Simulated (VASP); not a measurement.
Input of a VASP 6.6.1 run:

The input INCAR:

```
  PREC = Accurate
  ENCUT = 520
  EDIFF = 1E-6
  ISMEAR = -1
  SIGMA = 0.05
  LREAL = F
  LASPH = T
  NELM = 80
  ALGO = Normal
  ISIF = 2
  LWAVE = F
  LCHARG = T
  GGA = PE
  LELF = T
  LVHAR = T
  NBANDS = 16
```

File KPOINTS:

```
Automatic mesh
0
Gamma
  7 7 9
```

POSCAR

```
InAs
1.0
    4.7934800345      0.0000000000      0.0000000000
   -2.3967400173      4.1512788148      0.0000000000
    0.0000000000      0.0000000000      2.9491955770
In As
1 1
Direct
    0.0000000000      0.0000000000      0.0000000000
    0.6666700000      0.3333300000      0.0000000000
```

Potentials or basis: VASP PAW PBE potentials, release 64 (In_d, As).

Run with:

```sh
$ cat potpaw_PBE.64/In_d/POTCAR potpaw_PBE.64/As/POTCAR > POTCAR
$ mpirun -np 1 vasp_std > vasp.out
```

**Question.** What does it give for the pressure?

**Answer.** 0.2 GPa.

**Question.** Estimate the band gap on the k mesh.

**Answer.** Zero (band 9 reaches 5.43 eV, above the bottom of band 10 at 3.25 eV).

Stress tensor (GPa, compression positive):
```
-0.07  0.00  0.00
 0.00 -0.07  0.00
 0.00  0.00  0.68
```

Caveat: spin-orbit coupling is left out, which moves the levels of the heavy elements.
